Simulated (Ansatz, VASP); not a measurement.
Be3Cd2S: VASP beside Ansatz

INCAR

```
  ALGO = Normal
  EDIFF = 1E-6
  EDIFFG = -0.04
  ENCUT = 600
  GGA = PE
  IBRION = 2
  ISIF = 3
  ISMEAR = 0
  LASPH = T
  LCHARG = F
  LREAL = F
  LWAVE = F
  NELM = 100
  NSW = 90
  PREC = Accurate
  SIGMA = 0.1
```

Contents of KPOINTS:

```
k-points
0
Gamma
  6 6 6
```

File POSCAR:

```
Be3Cd2S
1.0
    2.5777351900      1.4882561100      4.2873295300
   -2.5777351900      1.4882561100      4.2873295300
    0.0000000000     -2.9765122200      4.2873295300
Be Cd S
3 2 1
Direct
    0.0000000000      0.5000000000      0.5000000000
    0.5000000000      0.0000000000      0.5000000000
    0.5000000000      0.5000000000      0.0000000000
    0.1247686700      0.1247686700      0.1247686700
    0.8752313300      0.8752313300      0.8752313300
    0.5000000000      0.5000000000      0.5000000000
```

Input for Ansatz:

```yaml
crystal:
  lattice:
    - [2.57773519, 1.48825611, 4.28732953]
    - [-2.57773519, 1.48825611, 4.28732953]
    - [0.0, -2.97651222, 4.28732953]
  atoms:
    - { symbol: Be, position: [0.0, 0.5, 0.5] }
    - { symbol: Be, position: [0.5, 0.0, 0.5] }
    - { symbol: Be, position: [0.5, 0.5, 0.0] }
    - { symbol: Cd, position: [0.12476867, 0.12476867, 0.12476867] }
    - { symbol: Cd, position: [0.87523133, 0.87523133, 0.87523133] }
    - { symbol: S, position: [0.5, 0.5, 0.5] }
basis:
  ecutwfc: 420
kpoints:
  mp_grid: { grid: [6, 6, 6] }
hamiltonian:
  xc: pbe
scf:
  occupations: { method: gaussian, width: 0.1 }
  lower_state_search: "off"
output:
  forces: true
  stress: true
  eigenvalues: true
relax:
  adjacent_minimum: "off"
  f_tol: 0.04
  max_steps: 70
  cell: { stress_tol: 0.4 }
```

Change from the starting cell: species swapped into the Ti2Be3Ga type (R-3m, No. 166).

Alike in both runs: task relaxation of cell and atoms; functional PBE; k mesh 6 × 6 × 6; occupations gaussian, width 0.1 eV; no spin polarisation.

```csv
,VASP,Ansatz
version,VASP 6.6.1,Ansatz 0.2.0
potentials or method,"VASP PAW PBE potentials, release 64 (Be, Cd, S), cutoff 600 eV","scalar-relativistic, plane waves, PAW"
valence electrons in the cell,36,52
```

Ansatz gave:

* gap on the k mesh at the Fermi level, each at its own relaxed structure (eV): none
* relaxed volume (Å³/atom): 14.51
* relaxed cell length with the largest relative difference (Å): 4.658

Q: Which values does VASP return?

A: gap on the k mesh at the Fermi level, each at its own relaxed structure (eV): none; relaxed volume (Å³/atom): 14.55; relaxed cell length with the largest relative difference (Å): 4.657.

A gap of «none» marks a metal or a gap that the smearing closes. VASP's potentials hold 36 valence electrons a cell and Ansatz's 52, so a difference there can come from the potentials and not from the codes.
